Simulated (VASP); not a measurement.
## TiO2: single point with PBE+U

The system is TiO2.

```
Ti O
1.0
    -1.81320    1.81320    5.15070
     1.81320   -1.81320    5.15070
     1.81320    1.81320   -5.15070
Ti O
2 4
Direct
  0.00000 0.00000 0.00000
  0.75000 0.25000 0.50000
  0.20523 0.20523 0.00000
  0.95523 0.45523 0.50000
  0.54477 0.04477 0.50000
  0.79477 0.79477 0.00000
```

```
Program             : VASP 6.6.1
Task                : single point
Functional          : PBE
Potentials or basis : VASP PAW PBE potentials, release 64 (Ti_sv, O)
Cutoff              : 520 eV
k mesh              : 8 × 8 × 8
Occupations         : gaussian, width 0.05 eV
Spin                : no spin polarisation
Hubbard terms       : Ti d U = 4.0 eV
```

The pressure is 19.1 GPa. The largest force is 0.892 eV/Å and the band gap on the k mesh is 2.94 eV (least direct gap 3.36 eV).

Forces on the atoms (eV/Å):
```
Ti   0.000  0.000  0.000
Ti   0.000  0.000  0.000
O    0.000  0.000 -0.892
O    0.000  0.000 -0.892
O    0.000  0.000  0.892
O    0.000  0.000  0.892
```

Stress tensor (GPa, compression positive):
```
28.22  0.00  0.00
 0.00 28.22  0.00
 0.00  0.00  0.73
```

Levels at points of the mesh, in eV from the valence-band top:
```tsv
k point	band 21	band 22	band 23	band 24	band 25	band 26	band 27	band 28
(0.00, 0.00, 0.00)	-1.14	-1.08	-0.49	-0.49	2.94	3.44	4.91	4.93
(0.50, 0.00, 0.00)	-1.83	-1.14	-0.95	-0.86	4.03	4.14	4.18	4.43
(0.50, 0.50, 0.00)	-2.17	-2.17	-0.07	-0.07	3.71	3.71	4.26	4.26
(0.50, 0.50, 0.50)	-1.45	-1.45	-0.25	-0.25	3.18	3.18	4.72	4.72
```

Eigenvalues of the final occupation matrices:
```tsv
site	spin	trace	eigenvalues
site 1 d	1	0.85	0.11 0.11 0.12 0.21 0.29
site 1 d	2	0.85	0.11 0.11 0.12 0.21 0.29
site 2 d	1	0.85	0.11 0.11 0.12 0.21 0.29
site 2 d	2	0.85	0.11 0.11 0.12 0.21 0.29
```

Run time: 4.6 min on 1 thread of Intel(R) Xeon(R) Platinum 8259CL CPU @ 2.50GHz (Skylake/Cascade Lake), with other jobs on the host, peak memory 0.37 GiB.

Caveat: the stress differs along the axes, from 1 to 28 GPa. A k mesh can miss the band edges.
